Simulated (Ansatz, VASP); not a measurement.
Te: VASP beside Ansatz

POSCAR

```
Te
1.0
    4.6324895870      0.0000000000      0.0000000000
   -2.3162447935      4.0118536651      0.0000000000
    0.0000000000      0.0000000000      5.8869033494
Te
3
Direct
    0.2535874851      0.0000000000      0.3333333333
    1.0000000000      0.2535874851      0.6666666667
    0.7464125149      0.7464125149      0.0000000000
```

Contents of INCAR.step1:

```
  ALGO = Normal
  EDIFF = 1E-4
  ENCUT = 520
  GGA = PE
  ISMEAR = 1
  LASPH = T
  LCHARG = F
  LREAL = F
  LWAVE = T
  NBANDS = 16
  NELM = 80
  PREC = Accurate
  SIGMA = 1.0
```

File INCAR.step2:

```
  ALGO = Normal
  EDIFF = 1E-6
  ENCUT = 520
  ISIF = 2
  ISMEAR = 1
  ISTART = 1
  LASPH = T
  LCHARG = F
  LMIXTAU = T
  LREAL = F
  LWAVE = F
  METAGGA = R2SCAN
  NBANDS = 16
  NELM = 80
  PREC = Accurate
  SIGMA = 1.0
```

File KPOINTS:

```
k-points
0
Gamma
  8 8 6
```

Input for Ansatz:

```yaml
crystal:
  lattice:
    - [4.632489587, 0.0, 0.0]
    - [-2.3162447935, 4.0118536651, 0.0]
    - [0.0, 0.0, 5.8869033494]
  atoms:
    - { symbol: Te, position: [0.2535874851, 0.0, 0.3333333333] }
    - { symbol: Te, position: [1.0, 0.2535874851, 0.6666666667] }
    - { symbol: Te, position: [0.7464125149, 0.7464125149, 0.0] }
hamiltonian:
  xc: r2scan
  pseudopotentials:
    kind: paw
    azcp:
      Te: "pseudopotentials/Te.paw.azcp"
basis:
  ecutwfc: 500
  fft_grid_basis: typed
kpoints:
  mp_grid: { grid: [8, 8, 6], shift: [0, 0, 0] }
magnetization:
  spin_polarized: false
scf:
  occupations: { method: cold, width: 1.0 }
  lower_state_search: "off"
output:
  stress: true
  write_density: true
  write_potential: true
  elf: true
  volumetric_format: npy
```

Alike in both runs: task single point; functional r2SCAN; k mesh 8 × 8 × 6; no spin polarisation.

```csv
,VASP,Ansatz
version,VASP 6.6.1,Ansatz 0.2.0
potentials or method,"VASP PAW PBE potentials, release 64 (Te), cutoff 520 eV","plane waves (500 eV) with PAW, scalar-relativistic"
occupations,"methfessel-paxton of order 1, width 1 eV","cold, width 1 eV"
valence electrons in the cell,18,48
```

|  | VASP | Ansatz | Ansatz less VASP |
| --- | --- | --- | --- |
| pressure (GPa) | -0.3 | -0.7 | -0.39 |
| traceless stress, the component that is largest in VASP (GPa) | 0.01 | -0.33 | -0.340 |

VASP's potentials were made for PBE, not for r2SCAN. VASP's potentials hold 18 valence electrons a cell and Ansatz's 48, so a difference there can come from the potentials and not from the codes.

Neither program's run includes spin-orbit coupling.
